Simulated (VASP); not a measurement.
# MgO (Pm-3m) in VASP: notebook

Aim: see how the results for MgO move with the level of theory and the settings. Levels: PBE, LDA, r2SCAN. Tasks: single point.

All numbers are computed with VASP 6.6.1; they aren't measurements. Logs are shortened: lines on timing, memory, paths and dates and some standing lists are left out, and cuts for length are marked.

## (1) The cell of the first run

The structure is cubic, space group Pm-3m (No. 221). Conventional cell: a = 2.623 Å, b = 2.623 Å, c = 2.623 Å, α = 90.00°, β = 90.00°, γ = 90.00°. Mg (site symmetry m-3m) has 8 O at 2.27 Å and 6 Mg at 2.62 Å within 3.0 Å. O (site symmetry m-3m) has 8 Mg at 2.27 Å and 6 O at 2.62 Å within 3.0 Å.

## (2) Single point, PBE

INCAR reads:

```
SYSTEM = MgO
PREC = Accurate
ENCUT = 520
EDIFF = 1E-7
ISMEAR = -1
SIGMA = 0.02
LREAL = .FALSE.
LASPH = .TRUE.
NELM = 80
ALGO = Normal
ISIF = 2
LWAVE = .FALSE.
LCHARG = .TRUE.
GGA = PE
LELF = .TRUE.
LVHAR = .TRUE.
NBANDS = 11
```

KPOINTS reads:

```
Automatic mesh
0
G
  10 10 10
  0 0 0
```

POSCAR reads:

```
MgO
1.0
    2.6233490555      0.0000000000      0.0000000000
    0.0000000000      2.6233490555      0.0000000000
    0.0000000000      0.0000000000      2.6233490555
Mg O
1 1
Direct
    0.0000000000      0.0000000000      0.0000000000
    0.5000000000      0.5000000000      0.5000000000
```

Potentials or basis: VASP PAW PBE potentials, release 64 (Mg, O).

The run is started by

```console
$ cat potpaw_PBE.64/Mg/POTCAR potpaw_PBE.64/O/POTCAR > POTCAR
$ mpirun -np 1 vasp_std > vasp.out
```

OUTCAR:

```text
SYSTEM = MgO
   PREC = Accurate
   ENCUT = 520
   EDIFF = 1E-7
   ISMEAR = -1
   LREAL = .FALSE.
   LASPH = .TRUE.
   NELM = 80
   ISIF = 2
   GGA = PE

 ion  position               nearest neighbor table
   1  0.000  0.000  0.000-   2 2.27   2 2.27   2 2.27   2 2.27   2 2.27   2 2.27   2 2.27   2 2.27

   2  0.500  0.500  0.500-   1 2.27   1 2.27   1 2.27   1 2.27   1 2.27   1 2.27   1 2.27   1 2.27

  LATTYP: Found a simple cubic cell.
 ALAT       =     2.6233490555

  Lattice vectors:

 A1 = (   2.6233490555,   0.0000000000,   0.0000000000)
 A2 = (   0.0000000000,   2.6233490555,   0.0000000000)
 A3 = (   0.0000000000,   0.0000000000,   2.6233490555)

Analysis of symmetry for initial positions (statically):
=====================================================================
 Subroutine PRICEL returns:
 Original cell was already a primitive cell.

 Routine SETGRP: Setting up the symmetry group for a
 simple cubic supercell.

 Subroutine GETGRP returns: Found 48 space group operations
 (whereof 48 operations were pure point group operations)
 out of a pool of 48 trial point group operations.

The static configuration has the point symmetry O_h .

Analysis of symmetry for dynamics (positions and initial velocities):
=====================================================================
 Subroutine PRICEL returns:
 Original cell was already a primitive cell.

 Routine SETGRP: Setting up the symmetry group for a
 simple cubic supercell.

 Subroutine GETGRP returns: Found 48 space group operations
 (whereof 48 operations were pure point group operations)
 out of a pool of 48 trial point group operations.

The dynamic configuration has the point symmetry O_h .

 Subroutine INISYM returns: Found 48 space group operations
 (whereof 48 operations are pure point group operations),
 and found     1 'primitive' translations

----------------------------------------------------------------------------------------

                                     Primitive cell

  volume of cell :      18.0538

  direct lattice vectors                    reciprocal lattice vectors
     2.623349055  0.000000000  0.000000000     0.381192125  0.000000000  0.000000000
     0.000000000  2.623349055  0.000000000     0.000000000  0.381192125  0.000000000
     0.000000000  0.000000000  2.623349055     0.000000000  0.000000000  0.381192125

  length of vectors
     2.623349055  2.623349055  2.623349055     0.381192125  0.381192125  0.381192125

  position of ions in fractional coordinates (direct lattice)
     0.000000000  0.000000000  0.000000000
     0.500000000  0.500000000  0.500000000

  ion indices of the primitive-cell ions
   primitive index   ion index
                 1           1
                 2           2

----------------------------------------------------------------------------------------

 KPOINTS: Automatic mesh

Automatic generation of k-mesh.
 Grid dimensions read from file:
 generate k-points for:   10   10   10

 Generating k-lattice:

  Cartesian coordinates                     Fractional coordinates (reciprocal lattice)
     0.038119212  0.000000000  0.000000000     0.100000000  0.000000000  0.000000000
     0.000000000  0.038119212  0.000000000     0.000000000  0.100000000  0.000000000
     0.000000000  0.000000000  0.038119212     0.000000000  0.000000000  0.100000000

  Length of vectors
     0.038119212  0.038119212  0.038119212

  Shift w.r.t. Gamma in fractional coordinates (k-lattice)
     0.000000000  0.000000000  0.000000000

 Subroutine IBZKPT returns following result:
 ===========================================

 Found     56 irreducible k-points:

 Following reciprocal coordinates:
            Coordinates               Weight
  0.000000  0.000000  0.000000      1.000000
  0.100000  0.000000  0.000000      6.000000
  0.200000  0.000000  0.000000      6.000000
  0.300000  0.000000  0.000000      6.000000
  0.400000  0.000000  0.000000      6.000000
  0.500000  0.000000  0.000000      3.000000
[... 16 lines left out ...]
  0.200000  0.100000  0.100000     24.000000
  0.300000  0.100000  0.100000     24.000000
 [... further k-points ...]
   k-points           NKPTS =     56   k-points in BZ     NKDIM =     56   number of bands    NBANDS=     11
   number of dos      NEDOS =    301   number of ions     NIONS =      2
   total plane-waves  NPLWV =   8000
   dimension x,y,z NGX =    20 NGY =   20 NGZ =   20
   dimension x,y,z NGXF=    40 NGYF=   40 NGZF=   40
   ions per type =               1   1
   NGX,Y,Z   is equivalent  to a cutoff of  12.67, 12.67, 12.67 a.u.
   NGXF,Y,Z  is equivalent  to a cutoff of  25.35, 25.35, 25.35 a.u.
 SYSTEM =  MgO
   PREC   = accura    normal or accurate (medium, high low for compatibility)
   ISTART =      0    job   : 0-new  1-cont  2-samecut
   ICHARG =      2    charge: 1-file 2-atom 10-const
   ISPIN  =      1    spin polarized calculation?
   LNONCOLLINEAR =      F non collinear calculations
   LSORBIT =      F    spin-orbit coupling
   LASPH  =      T    aspherical Exc in radial PAW
   ENCUT  =  520.0 eV  38.22 Ry    6.18 a.u.   4.88  4.88  4.88*2*pi/ulx,y,z
   NELM   =     80;   NELMIN=  2; NELMDL= -5     # of ELM steps
   EDIFF  = 0.1E-06   stopping-criterion for ELM
   LREAL  =      F    real-space projection
   EDIFFG = 0.1E-05   stopping-criterion for IOM
   NSW    =      0    number of steps for IOM
   IBRION =     -1    ionic relax: 0-MD 1-quasi-New 2-CG
   NFREE  =      0    steps in history (QN), initial steepest desc. (CG)
   ISIF   =      2    stress and relaxation
   ISYM   =      2    0-nonsym 1-usesym 2-fastsym
   POTIM  = 0.5000    time-step for ionic-motion
   TEBEG  =    0.0;   TEEND  =   0.0 temperature during run
   PSTRESS=    0.0 pullay stress
   NELECT =       8.0000    total number of electrons
   NUPDOWN=      -1.0000    fix difference up-down
   EMIN   =  10.00;   EMAX   =-10.00  energy-range for DOS
   EFERMI =   0.00;   METHOD = LEGACY
   ISMEAR =    -1;   SIGMA  =   0.02  broadening in eV -4-tet -1-fermi 0-gaus
   EFERMI_NEDOS =   21; number of points for ismear=-14 and -15
   IALGO  =     38    algorithm
   IMIX   =      4    mixing-type and parameters
     AMIX     =   0.40;   BMIX     =  1.00
     AMIX_MAG =   1.60;   BMIX_MAG =  1.00
  volume/ion in A,a.u.               =       9.03        60.92
  Fermi-wavevector in a.u.,A,eV,Ry     =   1.248098  2.358564 21.194462  1.557749
  Thomas-Fermi vector in A             =   2.382200
   LORBIT       =      0    0 simple, 1 ext, 2 COOP (PROOUT), +10 PAW based schemes
   GGA     = PE    functional components
   LHFCALC =     F    Hartree Fock is set to
   AEXX    =    0.0000 exact exchange contribution
   IVDW    =     0    specifies the selected vdW correction
   LEPSILON=     F    determine dielectric tensor
   LRPA    =     F    only Hartree local field effects (RPA)
 non-spin polarized calculation
  energy-cutoff  :      520.00
  volume of cell :       18.05
 maximum number of plane-waves:       500
 NGX is ok and might be reduce to    20
   NGX =  9   NGY =  9   NGZ =  9

 number of electron       7.9999999 magnetization

 Free energy of the ion-electron system (eV)
  ---------------------------------------------------
  ext. energy  EPLUGINS =         0.00000000
  ---------------------------------------------------
  free energy    TOTEN  =       -10.38910164 eV

  energy without entropy =      -10.38910164  energy(sigma->0) =      -10.38910164

 E-fermi :   5.5957     XC(G=0): -11.3662

 val. band max:        5.1216921051   @ k =   0.5000   0.5000   0.0000
 cond. band min:       7.7421114800   @ k =   0.0000   0.0000   0.0000
 fundamental gap:      2.6204193750
 Fermi energy:         5.5956767966

 k-point     1 :       0.0000    0.0000    0.0000
  band No.  band energies     occupation
      1     -13.4693      2.00000
      2       4.1018      2.00000
      3       4.1018      2.00000
      4       4.1018      2.00000
      5       7.7421      0.00000
      6      15.5931      0.00000
      7      15.5931      0.00000
      8      25.6099      0.00000
      9      25.6099      0.00000
     10      25.6099      0.00000
     11      32.7793      0.00000

 k-point     2 :       0.1000    0.0000    0.0000
  band No.  band energies     occupation
      1     -13.3691      2.00000
      2       3.2492      2.00000
      3       4.1426      2.00000
      4       4.1426      2.00000
      5       8.3593      0.00000
      6      15.8030      0.00000
      7      15.8159      0.00000
      8      25.4310      0.00000
      9      25.4310      0.00000
     10      25.7914      0.00000
     11      31.8339      0.00000

 k-point     3 :       0.2000    0.0000    0.0000
  band No.  band energies     occupation
      1     -13.0912      2.00000
      2       1.6311      2.00000
      3       4.2518      2.00000
      4       4.2518      2.00000
      5       9.4559      0.00000
      6      16.1018      0.00000
      7      16.4286      0.00000
      8      24.9066      0.00000
      9      24.9066      0.00000
     10      26.6452      0.00000
     11      29.7933      0.00000

 k-point     4 :       0.3000    0.0000    0.0000
  band No.  band energies     occupation
      1     -12.7117      2.00000
      2       0.0730      2.00000
      3       4.3914      2.00000
      4       4.3914      2.00000
      5      10.5883      0.00000
      6      15.8702      0.00000
      7      17.4498      0.00000
      8      24.1735      0.00000
      9      24.1735      0.00000
     10      26.6236      0.00000
     11      28.5744      0.00000

 k-point     5 :       0.4000    0.0000    0.0000
  band No.  band energies     occupation
      1     -12.3666      2.00000
      2      -1.0406      2.00000
      3       4.5086      2.00000
      4       4.5086      2.00000
      5      11.6572      0.00000
      6      15.1638      0.00000
      7      18.7772      0.00000
      8      23.5470      0.00000
      9      23.5470      0.00000
     10      24.0028      0.00000
     11      29.0306      0.00000
[... 211 lines left out ...]
 k-point    21 :       0.5000    0.5000    0.0000
  band No.  band energies     occupation
      1     -11.3384      2.00000
      2       0.3628      2.00000
      3       0.3628      2.00000
      4       5.1217      2.00000
      5      10.1117      0.00000
      6      17.4206      0.00000
      7      17.4206      0.00000
      8      18.5587      0.00000
      9      24.5313      0.00000
     10      24.5313      0.00000
     11      30.3364      0.00000

 k-point    22 :       0.1000    0.1000    0.1000
  band No.  band energies     occupation
      1     -13.1735      2.00000
      2       2.9480      2.00000
      3       3.6454      2.00000
      4       3.6454      2.00000
      5       9.4037      0.00000
      6      16.1604      0.00000
      7      16.1604      0.00000
      8      24.0707      0.00000
      9      26.1793      0.00000
     10      26.1793      0.00000
     11      29.6105      0.00000

 k-point    23 :       0.2000    0.1000    0.1000
  band No.  band energies     occupation
      1     -12.9057      2.00000
      2       1.7486      2.00000
      3       3.5215      2.00000
      4       3.7870      2.00000
      5      10.3596      0.00000
      6      16.3448      0.00000
      7      16.5487      0.00000
      8      23.4329      0.00000
      9      25.2719      0.00000
     10      27.4242      0.00000
     11      28.0805      0.00000

 k-point    24 :       0.3000    0.1000    0.1000
  band No.  band energies     occupation
      1     -12.5413      2.00000
      2       0.2868      2.00000
      3       3.7208      2.00000
      4       3.9702      2.00000
      5      11.3765      0.00000
      6      15.9244      0.00000
      7      17.1003      0.00000
      8      23.2800      0.00000
      9      23.9880      0.00000
     10      27.1210      0.00000
     11      27.3819      0.00000

 [... further k-points ...]

------------------------ aborting loop because EDIFF is reached ----------------------------------------

  FORCE on cell =-STRESS in cart. coord.  units (eV):
  Direction    XX          YY          ZZ          XY          YZ          ZX
  --------------------------------------------------------------------------------------
  -------------------------------------------------------------------------------------
  Total        0.6189178      0.6189178      0.6189178     -0.0000000     -0.0000000     -0.0000000
  in kB       54.9256666     54.9256666     54.9256666     -0.0000000     -0.0000000     -0.0000000
  external PRESSURE =      54.9256666 kB  Pullay stress =       0.0000000 kB

 VOLUME and BASIS-vectors are now :
 -----------------------------------------------------------------------------
  energy-cutoff  :      520.00
  volume of cell :       18.05
      direct lattice vectors                 reciprocal lattice vectors
     2.623349055  0.000000000  0.000000000     0.381192125  0.000000000  0.000000000
     0.000000000  2.623349055  0.000000000     0.000000000  0.381192125  0.000000000
     0.000000000  0.000000000  2.623349055     0.000000000  0.000000000  0.381192125

 POSITION                                       TOTAL-FORCE (eV/Angst)
 -----------------------------------------------------------------------------------
      0.00000      0.00000      0.00000         0.000000      0.000000      0.000000
      1.31167      1.31167      1.31167         0.000000      0.000000      0.000000
 -----------------------------------------------------------------------------------
    total drift:                                0.000000      0.000000      0.000000

  FREE ENERGIE OF THE ION-ELECTRON SYSTEM (eV)
  ---------------------------------------------------
  free  energy   TOTEN  =       -10.3891016443 eV

  energy  without entropy=      -10.3891016443  energy(sigma->0) =      -10.38910164
```

It took 15 s on 1 thread of Intel Xeon 8259CL, shared host; peak memory 0.13 GiB.

Results:

```
Free energy            : -10.3891 eV
Pressure               : 5.5 GPa
Band gap on the k mesh : 2.62 eV, indirect (least direct gap 3.64 eV)
```

A k mesh can miss the band edges. Expect the measured gap to be larger: semilocal functionals such as PBE lack the derivative discontinuity.

## (3) Single point, LDA

INCAR reads:

```
PREC     = Accurate       # precision mode
ENCUT    = 520            # plane-wave cutoff, eV
EDIFF    = 1E-7           # SCF threshold, eV
ISMEAR   = 0              # smearing method
SIGMA    = 0.01           # smearing width, eV
LREAL    = F              # projectors in reciprocal space
LASPH    = T              # aspherical terms in the spheres
NELM     = 100            # most SCF steps
ALGO     = Normal         # electronic algorithm
ISIF     = 2              # what is computed and relaxed
LWAVE    = F              # write WAVECAR
LCHARG   = T              # write CHGCAR
LELF     = T              # ELF
LVHAR    = T            
NBANDS   = 11             # bands
```

KPOINTS reads:

```
Automatic mesh
0
Gamma
  10 10 10
```

POSCAR is that of step 2.

Potentials or basis: VASP PAW LDA potentials, release 64 (Mg, O).

The run is started by

```console
$ cat potpaw_LDA.64/Mg/POTCAR potpaw_LDA.64/O/POTCAR > POTCAR
$ mpirun -np 1 vasp_std > vasp.out
```

OUTCAR:

```text
PREC = Accurate
   ENCUT = 520
   EDIFF = 1E-7
   ISMEAR = 0
   LREAL = F
   LASPH = T
   NELM = 100
   ISIF = 2

 ion  position               nearest neighbor table
   1  0.000  0.000  0.000-   2 2.27   2 2.27   2 2.27   2 2.27   2 2.27   2 2.27   2 2.27   2 2.27

   2  0.500  0.500  0.500-   1 2.27   1 2.27   1 2.27   1 2.27   1 2.27   1 2.27   1 2.27   1 2.27

  LATTYP: Found a simple cubic cell.
 ALAT       =     2.6233490555

  Lattice vectors:

 A1 = (   2.6233490555,   0.0000000000,   0.0000000000)
[... 514 lines left out ...]
      6      15.4185      0.00000
      7      16.5578      0.00000
      8      22.7016      0.00000
      9      23.4539      0.00000
     10      26.5123      0.00000
     11      26.8082      0.00000

 [... further k-points ...]
[... 5 lines left out ...]
  --------------------------------------------------------------------------------------
  -------------------------------------------------------------------------------------
  Total       -0.7707314     -0.7707314     -0.7707314     -0.0000000     -0.0000000     -0.0000000
  in kB      -68.3983124    -68.3983124    -68.3983124     -0.0000000     -0.0000000     -0.0000000
  external PRESSURE =     -68.3983124 kB  Pullay stress =       0.0000000 kB

 VOLUME and BASIS-vectors are now :
 -----------------------------------------------------------------------------
  energy-cutoff  :      520.00
  volume of cell :       18.05
      direct lattice vectors                 reciprocal lattice vectors
     2.623349055  0.000000000  0.000000000     0.381192125  0.000000000  0.000000000
     0.000000000  2.623349055  0.000000000     0.000000000  0.381192125  0.000000000
     0.000000000  0.000000000  2.623349055     0.000000000  0.000000000  0.381192125

 POSITION                                       TOTAL-FORCE (eV/Angst)
 -----------------------------------------------------------------------------------
      0.00000      0.00000      0.00000         0.000000      0.000000      0.000000
      1.31167      1.31167      1.31167         0.000000      0.000000      0.000000
 -----------------------------------------------------------------------------------
    total drift:                                0.000000      0.000000      0.000000

  FREE ENERGIE OF THE ION-ELECTRON SYSTEM (eV)
  ---------------------------------------------------
  free  energy   TOTEN  =       -11.9012315401 eV

  energy  without entropy=      -11.9012315401  energy(sigma->0) =      -11.90123154
```

OSZICAR:

```text
N       E                     dE             d eps       ncg     rms          rms(c)
DAV:   1     0.141517492915E+02    0.14152E+02   -0.45425E+03  1384   0.648E+02
DAV:   2    -0.129351652405E+02   -0.27087E+02   -0.26273E+02  1452   0.133E+02
DAV:   3    -0.135410276720E+02   -0.60586E+00   -0.60545E+00  1419   0.176E+01
DAV:   4    -0.135423249971E+02   -0.12973E-02   -0.12973E-02  1324   0.910E-01
DAV:   5    -0.135423281914E+02   -0.31943E-05   -0.31943E-05  1425   0.423E-02    0.688E+00
DAV:   6    -0.119986755333E+02    0.15437E+01   -0.84962E+00  1247   0.156E+01    0.223E+00
DAV:   7    -0.119396677264E+02    0.59008E-01   -0.82027E-02  1319   0.236E+00    0.127E+00
DAV:   8    -0.119018388675E+02    0.37829E-01   -0.54652E-02  1329   0.203E+00    0.249E-01
DAV:   9    -0.119014590166E+02    0.37985E-03   -0.36108E-04  1366   0.148E-01    0.161E-01
DAV:  10    -0.119012341335E+02    0.22488E-03   -0.42582E-04  1295   0.192E-01    0.133E-02
DAV:  11    -0.119012316833E+02    0.24503E-05   -0.53944E-06  1322   0.111E-02    0.481E-03
DAV:  12    -0.119012315548E+02    0.12843E-06   -0.17736E-07  1349   0.239E-03    0.828E-04
DAV:  13    -0.119012315401E+02    0.14701E-07   -0.12377E-08   682   0.882E-04
   1 F= -.11901232E+02 E0= -.11901232E+02  d E =-.818680-121
```

Run time: 15 s. Hardware: 1 thread of Intel Xeon 8259CL, shared host; peak memory 0.12 GiB.

Results:

```yaml
Free_energy: -11.9012 eV
Pressure: -6.8 GPa
Band_gap_on_the_k_mesh: 2.57 eV, indirect (least direct gap 3.61 eV)
```

A k mesh can miss the band edges. Expect the measured gap to be larger: semilocal functionals such as LDA lack the derivative discontinuity.

(Part 1 of 2 ends here.)
